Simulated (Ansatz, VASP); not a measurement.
# LiCl in VASP and in Ansatz

The input INCAR:

```
PREC = Accurate ; ENCUT = 750
EDIFF = 1E-6 ; ISMEAR = 0
SIGMA = 0.02 ; LREAL = F
LASPH = T ; NELM = 120
ALGO = Normal ; ISIF = 2
LWAVE = F ; LCHARG = F
GGA = CA ; NBANDS = 12
GGA_COMPAT = F
```

File KPOINTS:

```
Automatic mesh
0
Gamma
  8 8 8
```

File POSCAR:

```
LiCl
1.0
    0.0000000000      2.5556807496      2.5556807496
    2.5556807496      0.0000000000      2.5556807496
    2.5556807496      2.5556807496      0.0000000000
Li Cl
1 1
Direct
    0.0000000000      0.0000000000      0.0000000000
    0.5000000000      0.5000000000      0.5000000000
```

Input for Ansatz:

```yaml
crystal:
  lattice:
    - [0.0, 2.5556807496, 2.5556807496]
    - [2.5556807496, 0.0, 2.5556807496]
    - [2.5556807496, 2.5556807496, 0.0]
  atoms:
    - { symbol: Li, position: [0.0, 0.0, 0.0] }
    - { symbol: Cl, position: [0.5, 0.5, 0.5] }
basis:
  ecutwfc: 420
kpoints:
  mp_grid: { grid: [8, 8, 8] }
hamiltonian:
  xc: lda
scf:
  occupations: { method: gaussian, width: 0.02 }
output:
  forces: true
  stress: true
  eigenvalues: true
  populations: true
```

Alike in both runs: task single point; functional LDA; k mesh 8 × 8 × 8; occupations gaussian, width 0.02 eV; no spin polarisation.

|  | VASP | Ansatz |
| --- | --- | --- |
| version | VASP 6.6.1 | Ansatz 0.2.0 |
| potentials or method | VASP PAW LDA potentials, release 64 (Li_sv, Cl), cutoff 750 eV | scalar-relativistic, plane waves, PAW |
| valence electrons in the cell | 10 | 10 |

Ansatz gave:

- gap on the k mesh at the Fermi level (eV): 6.05
- least direct gap on the mesh (eV): 6.05
- pressure (GPa): -3.0

Which values does VASP return?

gap on the k mesh at the Fermi level (eV): 6.06; least direct gap on the mesh (eV): 6.06; pressure (GPa): -3.0.

LDA's correlation is that of Perdew and Zunger in VASP and of Perdew and Wang (1992) in Ansatz.
